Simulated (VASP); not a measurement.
# Mg12CO12F4 in VASP: a series of runs

The runs below take Mg12CO12F4 through single point, with PBE.

Everything below comes from runs of VASP 6.6.1. Logs are shortened: lines on timing, memory, paths and dates and some standing lists are left out, and cuts for length are marked.

### Step 1. The cell of the first run

The cell holds layers a few Å apart, 29 atoms: a = 5.606 Å, b = 5.606 Å, c = 16.722 Å, α = 90.00°, β = 90.00°, γ = 60.00°.

### Step 2. Single point, PBE

Input file INCAR:

```
SYSTEM = Mg12CO12F4
  ALGO = Normal
  EDIFF = 1E-7
  ENCUT = 520
  GGA = PE
  ISIF = 2
  ISMEAR = 0
  LASPH = .TRUE.
  LCHARG = .FALSE.
  LREAL = Auto
  LWAVE = .FALSE.
  NBANDS = 84
  NELM = 80
  PREC = Accurate
  SIGMA = 0.05
```

Input file KPOINTS:

```
k-points
0
G
  2 2 1
  0 0 0
```

Input file POSCAR:

```
Mg12CO12F4
1.0
    5.6059430000      0.0000000000      0.0000000000
    2.8029710000      4.8548890000      0.0000000000
    0.0000000000      0.0000000000     16.7215410000
Mg O C F
12 12 1 4
Direct
    0.0000000000      0.0000000000      0.0598031007
    0.0000001407      0.4999998970      0.0598031007
    0.4999999108      0.0000000000      0.0598031007
    0.5000000515      0.4999998970      0.0598031007
    0.6658420314      0.6671487237      0.2121620848
    0.6667283799      0.1665959819      0.2120279465
    0.1669246959      0.6672183442      0.2121604103
    0.1670010733      0.1658484880      0.2121537722
    0.3333512424      0.3333890847      0.3619608384
    0.3332030390      0.8334598381      0.3683885953
    0.8331341761      0.3333221419      0.3623882512
    0.8330617841      0.8337111312      0.3628706828
    0.3333333459      0.8333333677      0.1282362672
    0.3333333082      0.3333332647      0.1282362672
    0.8333332567      0.8333333677      0.1282362672
    0.8333333974      0.3333332647      0.1282362672
   -0.0001140965      0.5001035039      0.2787982878
    0.0002736715     -0.0001456264      0.2800515814
    0.4997955026      0.5004064975      0.2798344961
    0.4998314420     -0.0001839383      0.2799503945
    0.6649695446      0.1684172388      0.4308208197
    0.6772127708      0.6607930686      0.4318990098
    0.1611933149      0.1786477508      0.4317285111
    0.1620881400      0.6600190035      0.4318006337
    0.5660153113      0.2499142617      0.6642595321
    0.3783342860      0.4930998422      0.6352914483
    0.5189837743      0.0528858641      0.6383598856
    0.8178759766      0.1941764271      0.6433907617
    0.5488004380      0.2594957372      0.7455772766
```

Potentials or basis: VASP PAW PBE potentials, release 64 (Mg, O, C, F).

Run with:

```bash
$ cat potpaw_PBE.64/Mg/POTCAR potpaw_PBE.64/O/POTCAR potpaw_PBE.64/C/POTCAR potpaw_PBE.64/F/POTCAR > POTCAR
$ mpirun -np 1 vasp_std > vasp.out
```

OUTCAR:

```text
SYSTEM = Mg12CO12F4
   EDIFF = 1E-7
   ENCUT = 520
   GGA = PE
   ISIF = 2
   ISMEAR = 0
   LASPH = .TRUE.
   LREAL = Auto
   NELM = 80
   PREC = Accurate

 ion  position               nearest neighbor table
   1  0.000  0.000  0.060-  16 1.98  15 1.98  13 1.98   3 2.80   4 2.80   2 2.80   2 2.80   3 2.80
                             4 2.80   6 3.02   7 3.02   8 3.02
   2  0.000  0.500  0.060-  14 1.98  16 1.98  15 1.98   3 2.80   4 2.80   1 2.80   1 2.80   4 2.80
                             3 2.80   8 3.02   7 3.02   5 3.02
   3  0.500  0.000  0.060-  13 1.98  14 1.98  15 1.98   2 2.80   1 2.80   4 2.80   4 2.80   1 2.80
                             2 2.80   6 3.02   5 3.02   8 3.02
   4  0.500  0.500  0.060-  14 1.98  16 1.98  13 1.98   2 2.80   1 2.80   3 2.80   3 2.80   2 2.80
                             1 2.80   6 3.02   5 3.02   7 3.02
   5  0.666  0.667  0.212-  17 1.97  19 1.97  20 1.97  13 2.14  15 2.14  16 2.14   8 2.80   7 2.80
                             6 2.80   6 2.80   7 2.81   8 2.81  11 2.99  12 3.00   3 3.02   4 3.02
   6  0.667  0.167  0.212-  19 1.98  20 1.98  18 1.98  15 2.14  16 2.14  14 2.14   7 2.80   5 2.80
                             8 2.80   8 2.80   5 2.80   7 2.80   9 2.98  11 2.99  12 3.00   1 3.02
   7  0.167  0.667  0.212-  17 1.97  19 1.97  18 1.97  13 2.14  15 2.14  14 2.14   8 2.80   5 2.80
                             6 2.80   6 2.80   5 2.81   8 2.81   9 2.98  12 3.00   1 3.02   4 3.02
   8  0.167  0.166  0.212-  17 1.97  20 1.97  18 1.97  13 2.14  16 2.14  14 2.14   7 2.80   5 2.80
                             6 2.80   6 2.80   5 2.81   7 2.81   9 2.98  11 2.99   1 3.02   3 3.02
   9  0.333  0.333  0.362-  24 1.97  23 1.97  21 1.98  20 2.12  19 2.12  17 2.13  12 2.80  11 2.80
[... 4 lines left out ...]
                             9 2.80  10 2.80  10 2.80  12 2.80   5 2.99   6 2.99   8 2.99
  12  0.833  0.834  0.363-  22 1.97  24 1.97  21 1.98  18 2.13  20 2.13  17 2.14  11 2.80   9 2.80
                            10 2.80  10 2.80   9 2.80  11 2.80   6 3.00   5 3.00   7 3.00
  13  0.333  0.833  0.128-   3 1.98   1 1.98   4 1.98   8 2.14   5 2.14   7 2.14
  14  0.333  0.333  0.128-   2 1.98   3 1.98   4 1.98   6 2.14   8 2.14   7 2.14
  15  0.833  0.833  0.128-   1 1.98   3 1.98   2 1.98   6 2.14   7 2.14   5 2.14
  16  0.833  0.333  0.128-   1 1.98   2 1.98   4 1.98   6 2.14   8 2.14   5 2.14
  17  1.000  0.500  0.279-   5 1.97   7 1.97   8 1.97   9 2.13  11 2.14  12 2.14
  18  0.000  1.000  0.280-   7 1.97   8 1.97   6 1.98  11 2.13  12 2.13  10 2.19
  19  0.500  0.500  0.280-   5 1.97   7 1.97   6 1.98   9 2.12  11 2.13  10 2.19
  20  0.500  1.000  0.280-   5 1.97   8 1.97   6 1.98   9 2.12  12 2.13  10 2.19
  21  0.665  0.168  0.431-   9 1.98  11 1.98  12 1.98
  22  0.677  0.661  0.432-  11 1.97  12 1.97  10 1.98
  23  0.161  0.179  0.432-   9 1.97  11 1.97  10 1.98
  24  0.162  0.660  0.432-   9 1.97  12 1.97  10 1.98
  25  0.566  0.250  0.664-  26 1.33  27 1.33  28 1.33  29 1.36
  26  0.378  0.493  0.635-  25 1.33
  27  0.519  0.053  0.638-  25 1.33
  28  0.818  0.194  0.643-  25 1.33
  29  0.549  0.259  0.746-  25 1.36

  LATTYP: Found a hexagonal cell.
 ALAT       =     5.6059427066
 C/A-ratio  =     2.9828240985

  Lattice vectors:

 A1 = (  -2.8029710000,  -4.8548890000,   0.0000000000)
 A2 = (   5.6059430000,   0.0000000000,   0.0000000000)
 A3 = (   0.0000000000,   0.0000000000,  16.7215410000)

Analysis of symmetry for initial positions (statically):
=====================================================================
 Subroutine PRICEL returns:
 Original cell was already a primitive cell.

 Routine SETGRP: Setting up the symmetry group for a
 hexagonal supercell.

 Subroutine GETGRP returns: Found  1 space group operations
 (whereof  1 operations were pure point group operations)
 out of a pool of 24 trial point group operations.

The static configuration has the point symmetry C_1 .

Analysis of symmetry for dynamics (positions and initial velocities):
=====================================================================
 Subroutine PRICEL returns:
 Original cell was already a primitive cell.

 Routine SETGRP: Setting up the symmetry group for a
 hexagonal supercell.

 Subroutine GETGRP returns: Found  1 space group operations
 (whereof  1 operations were pure point group operations)
 out of a pool of 24 trial point group operations.

The dynamic configuration has the point symmetry C_1 .

 Subroutine INISYM returns: Found  1 space group operations
 (whereof  1 operations are pure point group operations),
[... 77 lines left out ...]
                29          29

----------------------------------------------------------------------------------------

 KPOINTS: k-points

Automatic generation of k-mesh.
 Grid dimensions read from file:
 generate k-points for:    2    2    1

 Generating k-lattice:

  Cartesian coordinates                     Fractional coordinates (reciprocal lattice)
     0.089191060 -0.051494474  0.000000000     0.500000000 -0.000000000  0.000000000
     0.000000000  0.102988966  0.000000000     0.000000000  0.500000000  0.000000000
     0.000000000  0.000000000  0.059803101     0.000000000  0.000000000  1.000000000

  Length of vectors
     0.102988961  0.102988966  0.059803101

  Shift w.r.t. Gamma in fractional coordinates (k-lattice)
     0.000000000  0.000000000  0.000000000

 Subroutine IBZKPT returns following result:
 ===========================================

 Found      4 irreducible k-points:

 Following reciprocal coordinates:
            Coordinates               Weight
  0.000000  0.000000  0.000000      1.000000
  0.500000  0.000000  0.000000      1.000000
  0.500000  0.500000  0.000000      1.000000
  0.000000  0.500000  0.000000      1.000000
   k-points           NKPTS =      4   k-points in BZ     NKDIM =      4   number of bands    NBANDS=     84
   number of dos      NEDOS =    301   number of ions     NIONS =     29
   total plane-waves  NPLWV = 222264
   dimension x,y,z NGX =    42 NGY =   42 NGZ =  126
   dimension x,y,z NGXF=    84 NGYF=   84 NGZF=  252
   ions per type =              12  12   1   4
   NGX,Y,Z   is equivalent  to a cutoff of  12.46, 12.46, 12.53 a.u.
   NGXF,Y,Z  is equivalent  to a cutoff of  24.91, 24.91, 25.05 a.u.
 SYSTEM =  Mg12CO12F4
   PREC   = accura    normal or accurate (medium, high low for compatibility)
   ISTART =      0    job   : 0-new  1-cont  2-samecut
   ICHARG =      2    charge: 1-file 2-atom 10-const
   ISPIN  =      1    spin polarized calculation?
   LNONCOLLINEAR =      F non collinear calculations
   LSORBIT =      F    spin-orbit coupling
   LASPH  =      T    aspherical Exc in radial PAW
   ENCUT  =  520.0 eV  38.22 Ry    6.18 a.u.  10.42 10.42 31.09*2*pi/ulx,y,z
   NELM   =     80;   NELMIN=  2; NELMDL= -5     # of ELM steps
   EDIFF  = 0.1E-06   stopping-criterion for ELM
   LREAL  =      T    real-space projection
   EDIFFG = 0.1E-05   stopping-criterion for IOM
   NSW    =      0    number of steps for IOM
   IBRION =     -1    ionic relax: 0-MD 1-quasi-New 2-CG
   NFREE  =      0    steps in history (QN), initial steepest desc. (CG)
   ISIF   =      2    stress and relaxation
   ISYM   =      2    0-nonsym 1-usesym 2-fastsym
   POTIM  = 0.5000    time-step for ionic-motion
   TEBEG  =    0.0;   TEEND  =   0.0 temperature during run
   PSTRESS=    0.0 pullay stress
   NELECT =     128.0000    total number of electrons
   NUPDOWN=      -1.0000    fix difference up-down
   EMIN   =  10.00;   EMAX   =-10.00  energy-range for DOS
   EFERMI =   0.00;   METHOD = LEGACY
   ISMEAR =     0;   SIGMA  =   0.05  broadening in eV -4-tet -1-fermi 0-gaus
   EFERMI_NEDOS =   21; number of points for ismear=-14 and -15
   IALGO  =     38    algorithm
   IMIX   =      4    mixing-type and parameters
     AMIX     =   0.40;   BMIX     =  1.00
     AMIX_MAG =   1.60;   BMIX_MAG =  1.00
  volume/ion in A,a.u.               =      15.69       105.90
  Fermi-wavevector in a.u.,A,eV,Ry     =   1.072614  2.026946 15.653509  1.150500
  Thomas-Fermi vector in A             =   2.208389
   LORBIT       =      0    0 simple, 1 ext, 2 COOP (PROOUT), +10 PAW based schemes
   GGA     = PE    functional components
   LHFCALC =     F    Hartree Fock is set to
   AEXX    =    0.0000 exact exchange contribution
   IVDW    =     0    specifies the selected vdW correction
   LEPSILON=     F    determine dielectric tensor
   LRPA    =     F    only Hartree local field effects (RPA)
 non-spin polarized calculation
 Gauss-broadening in eV      SIGMA  =   0.05
  energy-cutoff  :      520.00
  volume of cell :      455.10
 maximum number of plane-waves:     12303
 NGX is ok and might be reduce to    42
   NGX = 21   NGY = 21   NGZ = 63

 number of electron     127.9999999 magnetization

 Free energy of the ion-electron system (eV)
  ---------------------------------------------------
  ext. energy  EPLUGINS =         0.00000000
  ---------------------------------------------------
  free energy    TOTEN  =      -145.54269781 eV

  energy without entropy =     -145.50142347  energy(sigma->0) =     -145.52206064

 E-fermi :  -0.7868     XC(G=0):  -7.7069

 val. band max:       -0.7881193711   @ k =   0.5000   0.5000   0.0000
 cond. band min:      -0.7831380993   @ k =   0.5000   0.0000   0.0000
 fundamental gap:      0.0049812719
 Fermi energy:        -0.7867503647

 k-point     1 :       0.0000    0.0000    0.0000
  band No.  band energies     occupation
      1     -27.4210      2.00000
      2     -24.5284      2.00000
      3     -24.5243      2.00000
      4     -24.4365      2.00000
      5     -20.2531      2.00000
      6     -19.0626      2.00000
[... 305 lines left out ...]
     75       7.1981      0.00000
     76       7.2152      0.00000
 [bands above 76 left out]

------------------------ aborting loop because EDIFF is reached ----------------------------------------

  FORCE on cell =-STRESS in cart. coord.  units (eV):
  Direction    XX          YY          ZZ          XY          YZ          ZX
  --------------------------------------------------------------------------------------
  -------------------------------------------------------------------------------------
  Total       42.6193283     42.2931851      0.6575234     -0.0841457     -0.0295001      0.0214446
  in kB      150.0420200    148.8938279      2.3148214     -0.2962363     -0.1038554      0.0754962
  external PRESSURE =     100.4168898 kB  Pullay stress =       0.0000000 kB

 VOLUME and BASIS-vectors are now :
 -----------------------------------------------------------------------------
  energy-cutoff  :      520.00
  volume of cell :      455.10
      direct lattice vectors                 reciprocal lattice vectors
     5.605943000  0.000000000  0.000000000     0.178382121 -0.102988948  0.000000000
     2.802971000  4.854889000  0.000000000     0.000000000  0.205977933  0.000000000
     0.000000000  0.000000000 16.721541000     0.000000000  0.000000000  0.059803101

 POSITION                                       TOTAL-FORCE (eV/Angst)
 -----------------------------------------------------------------------------------
      0.00000      0.00000      1.00000         0.001547     -0.000834     -0.388318
      1.40149      2.42744      1.00000        -0.000922      0.000782     -0.367481
      2.80297      0.00000      1.00000        -0.002079     -0.001741     -0.387325
      4.20446      2.42744      1.00000         0.000234      0.002849     -0.385779
      5.60267      3.23893      3.54768        -0.000439      0.000404     -0.037393
      4.20461      0.80880      3.54543        -0.000367      0.000591     -0.038491
[... 21 lines left out ...]
      5.12924      0.94270     10.75849         0.396447     -0.083540     -0.103803
      3.80390      1.25982     12.46720        -0.018218      0.009259      0.354106
 -----------------------------------------------------------------------------------
    total drift:                                0.008652     -0.007400     -0.010344

  FREE ENERGIE OF THE ION-ELECTRON SYSTEM (eV)
  ---------------------------------------------------
  free  energy   TOTEN  =      -145.5426978094 eV

  energy  without entropy=     -145.5014234667  energy(sigma->0) =     -145.52206064
```

Run time: 7.2 min. Hardware: 1 thread of Intel Xeon Platinum 8488C (Sapphire Rapids), shared host; peak memory 0.55 GiB.

Results:

```
Free energy            : -145.5427 eV
Largest force          : 0.452 eV/Å
Band gap on the k mesh : zero (bands 64 and 65 overlap by 0.37 eV)
```

Forces in eV/Å, atoms in the order of the input:
```
Mg   0.002 -0.001 -0.388
Mg  -0.001  0.001 -0.367
Mg  -0.002 -0.002 -0.387
Mg   0.000  0.003 -0.386
Mg   0.000  0.000 -0.037
Mg   0.000  0.001 -0.038
Mg   0.000  0.000 -0.038
Mg  -0.001  0.000 -0.038
Mg   0.000  0.000 -0.043
Mg   0.000  0.000 -0.049
Mg   0.000  0.000 -0.042
Mg   0.000 -0.001 -0.046
O   -0.002  0.004  0.452
O    0.017 -0.011  0.418
O    0.001  0.024  0.426
O   -0.018 -0.013  0.422
O    0.000  0.000  0.037
O   -0.001  0.001  0.038
O    0.000 -0.001  0.036
O    0.001  0.001  0.038
O    0.000 -0.002 -0.005
O   -0.003  0.001  0.000
O    0.001 -0.003 -0.001
O    0.002  0.001  0.000
C    0.002 -0.003  0.030
F   -0.117  0.375 -0.149
F   -0.257 -0.300 -0.132
F    0.396 -0.084 -0.104
F   -0.018  0.009  0.354
```

Caveat: the k points lie up to 0.65 Å⁻¹ apart.

### Step 3. Single point, PBE

Input file INCAR:

```
PREC = Accurate ; ENCUT = 520
EDIFF = 1E-6 ; ISMEAR = 0
SIGMA = 0.05 ; LREAL = Auto
LASPH = True ; NELM = 100
ALGO = Normal ; ISIF = 2
LWAVE = False ; LCHARG = False
GGA = PE ; NBANDS = 84
```

Input file KPOINTS:

```
regular mesh
0
Gamma
  2 2 1
```

Input file POSCAR:

```
Mg12CO12F4
1.0
    5.6059430000      0.0000000000      0.0000000000
    2.8029710000      4.8548890000      0.0000000000
    0.0000000000      0.0000000000     16.7215410000
Mg O C F
12 12 1 4
Direct
    0.0000000000      0.0000000000      0.0598031007
    0.0000001407      0.4999998970      0.0598031007
    0.4999999108      0.0000000000      0.0598031007
    0.5000000515      0.4999998970      0.0598031007
    0.6659149675      0.6671530492      0.2121088601
    0.6668860889      0.1665624075      0.2119775325
    0.1667850031      0.6674010467      0.2120984543
    0.1668414803      0.1659115172      0.2120870917
    0.3332027331      0.3335169970      0.3611379478
    0.3331225424      0.8336775568      0.3680588410
    0.8330045083      0.3334830106      0.3627049086
    0.8330468648      0.8338326582      0.3631738845
    0.3333333459      0.8333333677      0.1282362672
    0.3333333082      0.3333332647      0.1282362672
    0.8333332567      0.8333333677      0.1282362672
    0.8333333974      0.3333332647      0.1282362672
   -0.0002342445      0.5002167918      0.2787475748
    0.0002253642     -0.0000529363      0.2801396115
    0.4998566748      0.5004785897      0.2796522163
    0.4998705541     -0.0001979448      0.2797696696
    0.6623678142      0.1697890518      0.4306680228
    0.6757500338      0.6616931922      0.4318941657
    0.1625162396      0.1789027514      0.4315270345
    0.1636329539      0.6585979618      0.4315204562
    0.4524818114      0.3725895690      0.6528151921
    0.2153134142      0.5824802586      0.6274295533
    0.4771713771      0.1348692009      0.6289639214
    0.6629281141      0.3966957844      0.6261796087
    0.4545569686      0.3763637027      0.7342578653
```

Potentials or basis: VASP PAW PBE potentials, release 64 (Mg, O, C, F).

Run with:

```bash
$ cat potpaw_PBE.64/Mg/POTCAR potpaw_PBE.64/O/POTCAR potpaw_PBE.64/C/POTCAR potpaw_PBE.64/F/POTCAR > POTCAR
$ mpirun -np 1 vasp_std > vasp.out
```

Wall time 5.7 min (1 thread of Intel Xeon Platinum 8488C (Sapphire Rapids), shared host); peak memory 0.55 GiB.

It converged, with:

| Property | Result |
| --- | --- |
| Free energy | -145.5372 eV |
| Largest force | 0.442 eV/Å |
| Band gap on the k mesh | zero (bands 64 and 65 overlap by 0.37 eV) |

Forces in eV/Å, atoms in the order of the input:
```
Mg   0.001  0.000 -0.393
Mg  -0.001  0.000 -0.370
Mg  -0.001 -0.001 -0.387
Mg   0.001  0.001 -0.386
Mg   0.000  0.000 -0.037
Mg  -0.001  0.001 -0.037
Mg   0.000  0.000 -0.037
Mg   0.000  0.000 -0.037
Mg  -0.001  0.003 -0.039
Mg  -0.001  0.000 -0.045
Mg   0.000  0.000 -0.042
Mg   0.000  0.000 -0.038
O   -0.006  0.007  0.442
O    0.015 -0.009  0.407
O    0.006  0.024  0.421
O   -0.016 -0.017  0.417
O    0.001 -0.001  0.036
O    0.000  0.001  0.040
O    0.000  0.000  0.034
O    0.001  0.001  0.036
O    0.003 -0.002 -0.007
O   -0.002  0.000 -0.003
O    0.000 -0.003 -0.007
O    0.002  0.001 -0.007
C    0.001  0.000  0.043
F   -0.233  0.321 -0.120
F   -0.165 -0.361 -0.115
F    0.390  0.036 -0.133
F    0.007  0.000  0.365
```

Levels at points of the mesh, in eV from the Fermi level:
```csv
k point,band 60,band 61,band 62,band 63,band 64,band 65,band 66,band 67,band 68,band 69
"(0.00, 0.00, 0.00)",-0.53,-0.28,-0.28,-0.27,0.36,0.38,2.69,2.69,2.69,4.24
"(0.50, 0.00, 0.00)",-0.71,-0.47,-0.47,-0.05,-0.04,0.01,0.06,2.19,2.19,6.15
"(0.50, 0.50, 0.00)",-0.70,-0.47,-0.46,-0.05,-0.04,0.00,0.08,2.19,2.19,6.15
"(0.00, 0.50, 0.00)",-0.69,-0.47,-0.47,-0.05,-0.04,-0.01,0.09,2.19,2.19,6.15
```

Caveat: the k points lie up to 0.65 Å⁻¹ apart.

[end of part 1 of 2]
